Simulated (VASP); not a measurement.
# Hf (Fm-3m) in VASP: a series of runs, part 2 of 2

VASP 6.6.1.

## (4) Relaxation of cell and atoms, LDA, target pressure 10 GPa, at which the enthalpy is minimised

The input, INCAR:

```
SYSTEM = Hf
  PREC = Accurate
  ENCUT = 600
  EDIFF = 1E-7
  ISMEAR = -1
  SIGMA = 0.1
  LREAL = .FALSE.
  LASPH = .TRUE.
  NELM = 80
  ALGO = Normal
  ISIF = 3
  LWAVE = .FALSE.
  LCHARG = .FALSE.
  GGA = CA
  IBRION = 2
  NSW = 60
  EDIFFG = -0.005
  PSTRESS = 100.0
```

The input, KPOINTS:

```
Automatic mesh
0
G
  16 16 16
  0 0 0
```

The input, POSCAR:

```
Hf
1.0
    0.0000000000      2.1254843885      2.1254843885
    2.1254843885      0.0000000000      2.1254843885
    2.1254843885      2.1254843885      0.0000000000
Hf
1
Direct
    0.0000000000      0.0000000000      0.0000000000
```

On the command line:

```bash
cat potpaw_LDA.64/Hf_pv/POTCAR > POTCAR
mpirun -np 1 vasp_std > vasp.out
```

Run time: 89 s. Hardware: 1 thread of AMD EPYC 7R13, shared host; peak memory 0.13 GiB.

It converged, with:

* Free energy: -10.6096 eV
* Relaxed volume: 19.24 Å³/atom
* Relaxed cell: a = 3.008 Å, b = 3.008 Å, c = 3.008 Å, α = 60.00°, β = 60.00°, γ = 60.00°
* Space group after relaxing (to 0.05 Å): Fm-3m (No. 225)
* Energy change on relaxing (the enthalpy is what falls): -2.5 meV/atom
* Ionic steps: 3
* Pressure after relaxing: 10.0 GPa
* Band gap on the k mesh: zero (band 5 reaches 7.10 eV, above the bottom of band 6 at 5.27 eV)

Step by step:
```
step  energy change (eV)  largest force (eV/Å)  pressure (GPa)  volume (Å³)
   1              0.0000                0.0000           10.30        19.20
   2             -0.0062                0.0000            9.53        19.31
   3             -0.0025                0.0000           10.00        19.24
```

Final structure:
```yaml
crystal:
  lattice:
    - [0.00000, 2.12694, 2.12694]
    - [2.12694, 0.00000, 2.12694]
    - [2.12694, 2.12694, 0.00000]
  atoms:
    - { symbol: Hf, position: [0.00000, 0.00000, 0.00000] }
```

Levels at points of the mesh, in eV from the Fermi level:
```
           k point  band 3  band 4  band 5  band 6  band 7  band 8
(0.00, 0.00, 0.00)  -29.33   -7.65    1.35    1.35    1.35    4.69
(0.50, 0.00, 0.00)  -29.51   -4.11    1.06    1.06    1.33    7.30
(0.50, 0.50, 0.00)  -29.82   -3.97   -2.78    3.59    7.31    8.10
```

Caveat: the cell is relaxed towards a set pressure, so the enthalpy falls and the energy may rise; spin-orbit coupling is left out, which moves the levels of the heavy elements.

## (5) Relaxation of cell and atoms, LDA, target pressure 10 GPa, at which the enthalpy is minimised

The input, INCAR:

```
  PREC = Accurate
  ENCUT = 600
  EDIFF = 1E-7
  ISMEAR = -1
  SIGMA = 0.1
  LREAL = F
  LASPH = T
  NELM = 100
  ALGO = Normal
  ISIF = 3
  LWAVE = F
  LCHARG = F
  IBRION = 2
  NSW = 32
  EDIFFG = -0.005
  PSTRESS = 100.0
```

The input, KPOINTS:

```
Automatic mesh
0
Gamma
  16 16 16
```

The input, POSCAR:

```
Hf
1.0
    0.0000000000      2.1266017556      2.1266017556
    2.1266017556      0.0000000000      2.1266017556
    2.1266017556      2.1266017556      0.0000000000
Hf
1
Direct
    0.0000000000      0.0000000000      0.0000000000
```

Potentials or basis: VASP PAW LDA potentials, release 64 (Hf_pv).

On the command line:

```bash
cat potpaw_LDA.64/Hf_pv/POTCAR > POTCAR
mpirun -np 1 vasp_std > vasp.out
```

OUTCAR:

```text
PREC = Accurate
   ENCUT = 600
   EDIFF = 1E-7
   ISMEAR = -1
   LREAL = F
   LASPH = T
   NELM = 100
   ISIF = 3
   IBRION = 2
   NSW = 32
   EDIFFG = -0.005
   PSTRESS = 100.0

 ion  position               nearest neighbor table
   1  0.000  0.000  0.000-

  LATTYP: Found a face centered cubic cell.
 ALAT       =     4.2532035112

  Lattice vectors:

 A1 = (   0.0000000000,   2.1266017556,   2.1266017556)
 A2 = (   2.1266017556,   0.0000000000,   2.1266017556)
 A3 = (   2.1266017556,   2.1266017556,   0.0000000000)

Analysis of symmetry for initial positions (statically):
=====================================================================
 Subroutine PRICEL returns:
[... 250 lines left out ...]
  ---------------------------------------------------
  free energy    TOTEN  =       -10.60956230 eV

  energy without entropy =      -10.56901258  energy(sigma->0) =      -10.58928744

 E-fermi :   5.7559     XC(G=0): -12.1740

 val. band max:        5.7386209215   @ k =  -0.4375   0.1250   0.0000
 cond. band min:       5.7784353267   @ k =   0.4375   0.1250   0.0625
 fundamental gap:      0.0398144053
 Fermi energy:         5.7558715251

 k-point     1 :       0.0000    0.0000    0.0000
  band No.  band energies     occupation
      1     -23.5782      2.00000
      2     -23.5782      2.00000
      3     -23.5782      2.00000
      4      -1.8907      2.00000
      5       7.1047      0.00000
      6       7.1047      0.00000
      7       7.1047      0.00000
      8      10.4417      0.00000
      9      10.4417      0.00000
[... 265 lines left out ...]
 k-point    24 :      -0.0625    0.0625    0.0000
  band No.  band energies     occupation
      1     -23.7149      2.00000
      2     -23.6167      2.00000
      3     -23.5869      2.00000
      4      -1.4548      2.00000
      5       6.6800      0.00019
      6       7.3010      0.00000
      7       7.3322      0.00000
      8      10.0079      0.00000
      9      10.4199      0.00000

 [... further k-points ...]
[... 5 lines left out ...]
  --------------------------------------------------------------------------------------
  -------------------------------------------------------------------------------------
  Total        1.2005426      1.2005426      1.2005426      0.0000000      0.0000000      0.0000000
  in kB       99.9553750     99.9553750     99.9553750      0.0000000      0.0000000      0.0000000
  external PRESSURE =      -0.0446250 kB  Pullay stress =     100.0000000 kB
[... 20 lines left out ...]
  energy  without entropy=      -10.5690125804  energy(sigma->0) =      -10.58928744

  enthalpy is  TOTEN    =        -9.4084837248 eV   P V=        1.2010785780

 reached required accuracy - stopping structural energy minimisation
```

CONTCAR:

```text
Hf
   1.00000000000000
     0.0000000000000000    2.1269176209775420    2.1269176209775420
     2.1269176209775420    0.0000000000000000    2.1269176209775420
     2.1269176209775420    2.1269176209775420   -0.0000000000000000
  Hf
     1
Direct
     0.0000000000000000    0.0000000000000000    0.0000000000000000

  0.00000000E+00  0.00000000E+00  0.00000000E+00
```

Run time: 80 s. Hardware: 1 thread of AMD EPYC 7R13, shared host; peak memory 0.13 GiB.

What came out:

* Free energy: -10.6096 eV
* Relaxed volume: 19.24 Å³/atom
* Relaxed cell: a = 3.008 Å, b = 3.008 Å, c = 3.008 Å, α = 60.00°, β = 60.00°, γ = 60.00°
* Space group after relaxing (to 0.05 Å): Fm-3m (No. 225)
* Energy change on relaxing (the enthalpy is what falls): -0.5 meV/atom
* Ionic steps: 3
* Pressure after relaxing: 10.0 GPa
* Band gap on the k mesh: zero (band 5 reaches 7.10 eV, above the bottom of band 6 at 5.27 eV)

The path:
```
step  energy change (eV)  largest force (eV/Å)  pressure (GPa)  volume (Å³)
   1              0.0000                0.0000           10.07        19.23
   2             -0.0014                0.0000            9.91        19.26
   3             -0.0005                0.0000           10.00        19.24
```

Final structure:
```cif
data_structure
_symmetry_space_group_name_H-M 'P 1'
_symmetry_Int_Tables_number 1
_cell_length_a 3.0079
_cell_length_b 3.0079
_cell_length_c 3.0079
_cell_angle_alpha 60.000
_cell_angle_beta 60.000
_cell_angle_gamma 60.000
_cell_volume 19.24
loop_
_atom_site_label
_atom_site_type_symbol
_atom_site_fract_x
_atom_site_fract_y
_atom_site_fract_z
_atom_site_occupancy
Hf1 Hf 0.00000 0.00000 0.00000 1
```

Caveat: the cell is relaxed towards a set pressure, so the enthalpy falls and the energy may rise; spin-orbit coupling is left out, which moves the levels of the heavy elements.

## (6) Overview

| task | cell | cutoff (eV) | gap on the mesh (eV) | pressure (GPa) |
| --- | --- | --- | --- | --- |
| single point | a = 3.007 Å, angles 60.0°, 1 atom | 520 | none | 10.1 |
| single point | a = 3.008 Å, angles 60.0°, 1 atom | 520 | none | 10.0 |
| relaxation of cell and atoms | relaxed to 10 GPa from a = 3.006 Å, angles 60.0°, 1 atom | 600 | none | 10.0 |
| relaxation of cell and atoms | relaxed to 10 GPa from a = 3.007 Å, angles 60.0°, 1 atom | 600 | none | 10.0 |

Alike in all rows: level LDA; potentials or basis VASP PAW LDA potentials, release 64 (Hf_pv); no spin polarisation; k mesh 16 × 16 × 16; smearing fermi-dirac 0.1 eV.

Caveats: spin-orbit coupling is left out, which moves the levels of the heavy elements; the cell is relaxed towards a set pressure, so the enthalpy falls and the energy may rise (some runs).

Total energies depend on the potentials used, so only differences within one code and one set of settings carry meaning.
